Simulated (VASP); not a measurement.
Crystal: HfO2.

```
Hf O
1.0
     0.00000    2.49783    2.49783
     2.54881   -0.05098    2.54881
     2.54881    2.54881   -0.05098
Hf O
1 2
Direct
  0.00000 0.00000 0.00000
  0.25000 0.25000 0.25000
  0.75000 0.75000 0.75000
```

Base run:

- Program: VASP 6.6.1
- Functional: RPBE
- Potentials or basis: VASP PAW PBE potentials, release 64 (Hf_pv, O)
- Cutoff: 520 eV
- k mesh: 8 × 8 × 8
- Occupations: gaussian, width 0.05 eV
- Spin: no spin polarisation

Its results: band gap on the k mesh 3.88 eV, direct; pressure 1.8 GPa; largest force 0.255 eV/Å.

Problem. The run is repeated on the same cell with these changes: functional from RPBE to PBE. What comes out?

Solution. Band gap on the k mesh 3.77 eV, direct; pressure -3.2 GPa; largest force 0.245 eV/Å.

PBE binds more tightly than RPBE, so the same cell stands under less pressure.

Caveats: spin-orbit coupling is left out, which moves the levels of the heavy elements; the PAW data sets were made with another functional, which shifts forces and pressure a little (some runs).

A k mesh can miss the band edges.
